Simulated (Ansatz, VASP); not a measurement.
One calculation of Mg2Sn, two programs

```xyz
3
Lattice="0.0000 3.3338 3.3338 3.3338 0.0000 3.3338 3.3338 3.3338 0.0000" Properties=species:S:1:pos:R:3 pbc="T T T"
Mg    1.6669    1.6669    1.6669
Mg    5.0007    5.0007    5.0007
Sn    0.0000    0.0000    0.0000
```

Change from the starting cell: volume scaled by 0.96, crystal datasets.

Alike in both runs: task electric field gradients; functional LDA; k mesh 11 × 11 × 11; occupations fermi-dirac, width 0.08 eV; no spin polarisation.

|  | VASP | Ansatz |
| --- | --- | --- |
| version | VASP 6.6.1 | Ansatz 0.2.0 |
| potentials or method | VASP PAW LDA potentials, release 64 (Mg, Sn_d), cutoff 520 eV | all-electron PAW with datasets made for the crystal, scalar-relativistic |

|  | VASP | Ansatz | Ansatz less VASP |
| --- | --- | --- | --- |
| pressure (GPa) | -0.4 | -0.1 | +0.30 |

LDA's correlation is that of Perdew and Zunger in VASP and of Perdew and Wang (1992) in Ansatz. Ansatz ran all-electron here, and VASP with PAW potentials.
